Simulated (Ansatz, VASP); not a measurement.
**SrLiH3: VASP beside Ansatz**

```
Li Sr H
1.0
     4.74656    0.00000    0.00000
     0.00000    4.74656    0.00000
     0.00000    0.00000    4.63079
Li Sr H
1 1 3
Direct
  0.00000 0.00000 0.00000
  0.50000 0.50000 0.50000
  0.00000 0.50000 0.50000
  0.50000 0.00000 0.50000
  0.50000 0.50000 0.00000
```

Change from the starting cell: strain +0.025 along x and y, +0.000 along z, atoms carried along.

Alike in both runs: task single point; functional PBE; k mesh 6 × 6 × 6; occupations gaussian, width 0.05 eV; no spin polarisation.

|  | VASP | Ansatz |
| --- | --- | --- |
| version | VASP 6.6.1 | Ansatz 0.2.0 |
| potentials or method | VASP PAW PBE potentials, release 64 (Li_sv, Sr_sv, H), cutoff 520 eV | scalar-relativistic, plane waves, PAW |
| valence electrons in the cell | 16 | 16 |

```tsv
	VASP	Ansatz	Ansatz less VASP
gap on the k mesh at the Fermi level (eV)	1.79	1.79	+0.003
least direct gap on the mesh (eV)	2.24	2.24	0.000
```

With one functional, cell and mesh, what is left measures potentials, basis and numerics.

Noted on VASP's run: the cutoff is short for stress, so the pressure is rough.
